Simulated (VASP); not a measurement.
NaAsF6, 8 atoms in the cell. Symmetry: R-3, No. 148, trigonal system. The conventional cell has a = 5.097 Å, b = 5.097 Å, c = 14.122 Å, α = 90.00°, β = 90.00°, γ = 120.00°. Within 3.0 Å of Na (site symmetry -3) lie 6 F at 2.28 Å. As (site symmetry -3) has 6 F at 1.74 Å within 2.3 Å. Within 2.3 Å of F (site symmetry 1) lie 1 As at 1.74 Å and 1 Na at 2.28 Å. 

* Program: VASP 6.6.1
* Task: single point
* Functional: LDA
* Potentials or basis: VASP PAW LDA potentials, release 64 (Na_sv, As_d, F)
* Cutoff: 970 eV
* k mesh: 5 × 5 × 5
* Occupations: gaussian, width 0.01 eV
* Spin: no spin polarisation
* Dipole correction: no
* Mended: yes
* Further INCAR settings: ALGO = Normal; EDIFF = 1e-06; NBANDS = 43

Potentials or basis: VASP PAW LDA potentials, release 64 (Na_sv, As_d, F).

The run is started by

```console
$ cat potpaw_LDA.64/Na_sv/POTCAR potpaw_LDA.64/As_d/POTCAR potpaw_LDA.64/F/POTCAR > POTCAR
$ mpirun -np 1 vasp_std > vasp.out
```

Hardware: 1 thread of Intel(R) Xeon(R) Platinum 8375C CPU @ 2.90GHz (Ice Lake), with other jobs on the host.

Q: Estimate the wall time of this run.

A: Run time: 4.3 min on 1 thread of Intel(R) Xeon(R) Platinum 8375C CPU @ 2.90GHz (Ice Lake), on a shared host, peak memory 0.46 GiB. Counts: scf iterations 13, k points 23.
